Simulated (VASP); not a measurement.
# Bi2Se3 (R-3m) in VASP: notebook, part 2 of 2

VASP 6.6.1. The steps go on from the part before.

## (3) Single point, PBEsol (strain +0.050 along x and y, -0.050 along z)

INCAR reads:

```
SYSTEM = Bi2Se3
PREC = Accurate ; ENCUT = 500
EDIFF = 1E-6 ; ISMEAR = 0
SIGMA = 0.03 ; LREAL = .FALSE.
LASPH = .TRUE. ; NELM = 120
ALGO = Normal ; ISIF = 2
LWAVE = .FALSE. ; LCHARG = .FALSE.
GGA = PS ; NBANDS = 32
GGA_COMPAT = .FALSE.
```

KPOINTS reads:

```
regular mesh
0
G
  12 12 12
  0 0 0
```

POSCAR reads:

```
Bi2Se3
1.0
    2.1684289713      1.2519430503      9.0629113651
   -2.1684289713      1.2519430503      9.0629113651
    0.0000000000     -2.5038861007      9.0629113651
Bi Se
2 3
Direct
    0.4002583896      0.4002583896      0.4002583896
    0.5997416104      0.5997416104      0.5997416104
    0.0000000000      0.0000000000      0.0000000000
    0.2116390873      0.2116390873      0.2116390873
    0.7883609127      0.7883609127      0.7883609127
```

Potentials or basis: VASP PAW PBE potentials, release 64 (Bi_d, Se).

On the command line:

```
$ cat potpaw_PBE.64/Bi_d/POTCAR potpaw_PBE.64/Se/POTCAR > POTCAR
$ mpirun -np 1 vasp_std > vasp.out
```

OUTCAR:

```text
SYSTEM = Bi2Se3
   PREC = Accurate
   ENCUT = 500
   EDIFF = 1E-6
   ISMEAR = 0
   LREAL = .FALSE.
   LASPH = .TRUE.
   NELM = 120
   ISIF = 2
   GGA = PS

 ion  position               nearest neighbor table
   1  0.400  0.400  0.400-   5 2.91   5 2.91   5 2.91   3 3.10   3 3.10   3 3.10
   2  0.600  0.600  0.600-   4 2.91   4 2.91   4 2.91   3 3.10   3 3.10   3 3.10
   3  0.000  0.000  0.000-   2 3.10   2 3.10   1 3.10   1 3.10   2 3.10   1 3.10
   4  0.212  0.212  0.212-   2 2.91   2 2.91   2 2.91
   5  0.788  0.788  0.788-   1 2.91   1 2.91   1 2.91

  LATTYP: Found a trigonal (rhomboedric) cell.
 ALAT       =     9.4024362809
 COS(alpha) =     0.8936249934

  Lattice vectors:

 A1 = (   2.1684289713,   1.2519430503,   9.0629113651)
 A2 = (  -2.1684289713,   1.2519430503,   9.0629113651)
 A3 = (   0.0000000000,  -2.5038861007,   9.0629113651)

Analysis of symmetry for initial positions (statically):
=====================================================================
 Subroutine PRICEL returns:
 Original cell was already a primitive cell.

[... 176 lines left out ...]
 E-fermi :   4.1706     XC(G=0):  -9.5115

 val. band max:        4.1041841557   @ k =   0.0000   0.0000   0.0000
 cond. band min:       4.2261006945   @ k =   0.0000   0.0000   0.0000
 fundamental gap:      0.1219165388
 Fermi energy:         4.1706056678

 k-point     1 :       0.0000    0.0000    0.0000
  band No.  band energies     occupation
      1     -18.6267      2.00000
      2     -18.6247      2.00000
      3     -18.6175      2.00000
      4     -18.6175      2.00000
      5     -18.6168      2.00000
      6     -18.6168      2.00000
[... 829 lines left out ...]
     31       9.2649      0.00000
     32      10.4314      0.00000

 [... further k-points ...]

------------------------ aborting loop because EDIFF is reached ----------------------------------------

  FORCE on cell =-STRESS in cart. coord.  units (eV):
  Direction    XX          YY          ZZ          XY          YZ          ZX
  --------------------------------------------------------------------------------------
  -------------------------------------------------------------------------------------
  Total       -3.7034987     -3.7034987     -0.4627600      0.0000000      0.0000000      0.0000000
  in kB      -40.1951838    -40.1951838     -5.0224732      0.0000000      0.0000000      0.0000000
  external PRESSURE =     -28.4709469 kB  Pullay stress =       0.0000000 kB

 VOLUME and BASIS-vectors are now :
 -----------------------------------------------------------------------------
  energy-cutoff  :      500.00
  volume of cell :      147.62
      direct lattice vectors                 reciprocal lattice vectors
     2.168428971  1.251943050  9.062911365     0.230581682  0.133126396  0.036779940
    -2.168428971  1.251943050  9.062911365    -0.230581682  0.133126396  0.036779940
     0.000000000 -2.503886101  9.062911365     0.000000000 -0.266252793  0.036779940

 POSITION                                       TOTAL-FORCE (eV/Angst)
 -----------------------------------------------------------------------------------
      0.00000     -0.00000     10.88252         0.000000     -0.000000      0.158902
      0.00000     -0.00000     16.30622         0.000000      0.000000     -0.158902
      0.00000      0.00000      0.00000         0.000000      0.000000      0.000000
      0.00000     -0.00000      5.75420         0.000000     -0.000000      0.110143
      0.00000     -0.00000     21.43454         0.000000      0.000000     -0.110143
 -----------------------------------------------------------------------------------
    total drift:                                0.000000      0.000000      0.000000

  FREE ENERGIE OF THE ION-ELECTRON SYSTEM (eV)
  ---------------------------------------------------
  free  energy   TOTEN  =       -21.8809566947 eV

  energy  without entropy=      -21.8809559774  energy(sigma->0) =      -21.88095634
```

OSZICAR:

```text
N       E                     dE             d eps       ncg     rms          rms(c)
DAV:   1     0.454657753063E+03    0.45466E+03   -0.22262E+04 12096   0.150E+03
DAV:   2     0.305064146394E+02   -0.42415E+03   -0.40641E+03 12480   0.399E+02
DAV:   3    -0.204658233731E+02   -0.50972E+02   -0.48451E+02 15880   0.146E+02
DAV:   4    -0.226217627385E+02   -0.21559E+01   -0.21459E+01 13352   0.320E+01
DAV:   5    -0.226998090459E+02   -0.78046E-01   -0.78035E-01 17256   0.621E+00    0.492E+00
DAV:   6    -0.218805059590E+02    0.81930E+00   -0.10613E+00 16704   0.754E+00    0.297E+00
DAV:   7    -0.218803239869E+02    0.18197E-03   -0.32140E-01 13400   0.246E+00    0.163E+00
DAV:   8    -0.218809163013E+02   -0.59231E-03   -0.43400E-02 14240   0.106E+00    0.525E-01
DAV:   9    -0.218807974370E+02    0.11886E-03   -0.23822E-03 16152   0.437E-01    0.118E-01
DAV:  10    -0.218809126971E+02   -0.11526E-03   -0.96594E-04 14296   0.162E-01    0.621E-02
DAV:  11    -0.218809353562E+02   -0.22659E-04   -0.96092E-05 13880   0.588E-02    0.355E-02
DAV:  12    -0.218809563193E+02   -0.20963E-04   -0.35326E-05 13936   0.300E-02    0.753E-03
DAV:  13    -0.218809566947E+02   -0.37541E-06   -0.33728E-06 13056   0.144E-02
   1 F= -.21880957E+02 E0= -.21880956E+02  d E =-.717344E-06
```

Run time: 40 min. Hardware: 1 thread of AMD EPYC 9R45 (Zen 5), shared host; peak memory 1.1 GiB.

Results:

* Free energy: -21.8810 eV
* Pressure: -2.8 GPa
* Largest force: 0.159 eV/Å
* Band gap on the k mesh: 0.12 eV

Forces on the atoms (eV/Å):
```
Bi   0.000  0.000  0.159
Bi   0.000  0.000 -0.159
Se   0.000  0.000  0.000
Se   0.000  0.000  0.110
Se   0.000  0.000 -0.110
```

Stress tensor (GPa, compression positive):
```
-4.02  0.00  0.00
 0.00 -4.02  0.00
 0.00  0.00 -0.50
```

Caveat: the cell differs from its parent crystal (strain +0.050 along x and y, -0.050 along z); the PAW data sets were made with another functional, which shifts forces and pressure a little; spin-orbit coupling is left out, which moves the levels of the heavy elements. A k mesh can miss the band edges.

## (4) Single point, PBEsol (strain +0.000 along x and y, +0.050 along z)

INCAR reads:

```
  ALGO = Normal
  EDIFF = 1E-6
  ENCUT = 500
  GGA = PS
  GGA_COMPAT = F
  ISIF = 2
  ISMEAR = 0
  LASPH = T
  LCHARG = F
  LREAL = F
  LWAVE = F
  NBANDS = 32
  NELM = 120
  PREC = Accurate
  SIGMA = 0.03
```

KPOINTS reads:

```
k-points
0
Gamma
  12 12 12
```

Changes to POSCAR since step 3:

```diff
@@ -2,5 +2,5 @@
 1.0
-    2.1684289713      1.2519430503      9.0629113651
-   -2.1684289713      1.2519430503      9.0629113651
-    0.0000000000     -2.5038861007      9.0629113651
+    2.0651704489      1.1923267146     10.0169020351
+   -2.0651704489      1.1923267146     10.0169020351
+    0.0000000000     -2.3846534292     10.0169020351
 Bi Se
```

On the command line:

```
$ cat potpaw_PBE.64/Bi_d/POTCAR potpaw_PBE.64/Se/POTCAR > POTCAR
$ mpirun -np 1 vasp_std > vasp.out
```

Wall time 39 min (1 thread of Intel Xeon 6975P-C (Granite Rapids), shared host); peak memory 1.4 GiB.

Results (log left out):

- Free energy: -21.9589 eV
- Pressure: -2.8 GPa
- Largest force: 0.487 eV/Å
- Band gap on the k mesh: 0.32 eV

Forces in eV/Å, atoms in the order of the input:
```
Bi   0.000  0.000  0.102
Bi   0.000  0.000 -0.102
Se   0.000  0.000  0.000
Se   0.000  0.000  0.487
Se   0.000  0.000 -0.487
```

Stress tensor (GPa, compression positive):
```
-2.10  0.00  0.00
 0.00 -2.10  0.00
 0.00  0.00 -4.18
```

Levels at points of the mesh, in eV from the valence-band top:
```tsv
k point	band 22	band 23	band 24	band 25	band 26	band 27
(0.00, 0.00, 0.00)	-1.00	-1.00	0.00	0.32	1.51	1.51
(0.50, 0.00, 0.00)	-2.19	-1.14	-0.65	0.77	1.81	2.65
(0.50, 0.50, 0.00)	-1.80	-1.47	-1.23	1.07	1.79	2.36
(0.50, 0.50, 0.50)	-1.14	-1.14	-0.59	0.78	1.74	1.74
```

Caveat: the cell differs from its parent crystal (strain +0.000 along x and y, +0.050 along z); the PAW data sets were made with another functional, which shifts forces and pressure a little; spin-orbit coupling is left out, which moves the levels of the heavy elements. A k mesh can miss the band edges.

## (5) Summary

```tsv
cell	gap on the mesh (eV)	pressure (GPa)	largest force (eV/Å)
a = 10.325 Å, angles 24.2°, 5 atoms	0.23	-6.7	0.92
a = 9.402 Å, angles 26.7°, 5 atoms	0.12	-2.8	0.16
a = 10.297 Å, angles 23.1°, 5 atoms	0.32	-2.8	0.49
```

Alike in all rows: task single point; level PBEsol; potentials or basis VASP PAW PBE potentials, release 64 (Bi_d, Se); no spin polarisation; k mesh 12 × 12 × 12; cutoff (eV) 500; smearing gaussian 0.03 eV.

Caveats: the PAW data sets were made with another functional, which shifts forces and pressure a little; spin-orbit coupling is left out, which moves the levels of the heavy elements; the cell stands under tension (at least some runs).

Absolute energies hang on the potentials; compare differences alone.
